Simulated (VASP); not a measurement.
Set up this calculation in VASP 6.6.1, as the native input.

- Task: single point
- Functional: PBE
- Potentials or basis: VASP PAW PBE potentials, release 64 (Hf_pv, O)
- Cutoff: 520 eV
- k mesh: 8 × 8 × 8
- Occupations: gaussian, width 0.05 eV
- Spin: no spin polarisation
- Dipole correction: no
- Further INCAR settings: ALGO = Normal; EDIFF = 1e-07; NBANDS = 18

The structure of HfO2 lies in POSCAR:

```
HfO2
1.0
   -0.2009555179      2.4525064260      2.4525064260
    2.4525064260     -0.2009555179      2.4525064260
    2.4525064260      2.4525064260     -0.2009555179
Hf O
1 2
Direct
    0.0000000000      0.0000000000      0.0000000000
    0.2500000000      0.2500000000      0.2500000000
    0.7500000000      0.7500000000      0.7500000000
```

These files were run (other wordings do the same):

INCAR

```
SYSTEM = HfO2
  PREC = Accurate
  ENCUT = 520
  EDIFF = 1E-7
  ISMEAR = 0
  SIGMA = 0.05
  LREAL = .FALSE.
  LASPH = .TRUE.
  NELM = 100
  ALGO = Normal
  ISIF = 2
  LWAVE = .FALSE.
  LCHARG = .FALSE.
  GGA = PE
  NBANDS = 18
```

KPOINTS

```
regular mesh
0
G
  8 8 8
  0 0 0
```

Potentials or basis: VASP PAW PBE potentials, release 64 (Hf_pv, O).

Command:

```bash
$ cat potpaw_PBE.64/Hf_pv/POTCAR potpaw_PBE.64/O/POTCAR > POTCAR
$ mpirun -np 1 vasp_std > vasp.out
```

It gave:

The pressure is 1.4 GPa, the largest force is 1.453 eV/Å and the band gap on the k mesh is 3.91 eV, direct.

Caveat: spin-orbit coupling is left out, which moves the levels of the heavy elements; forces of over 1 eV/Å act on the atoms, so gaps and moduli don't describe the material at rest.

Run time: 27 s on 1 thread of Intel(R) Xeon(R) Platinum 8488C (Sapphire Rapids) (shared host), peak memory 0.17 GiB.
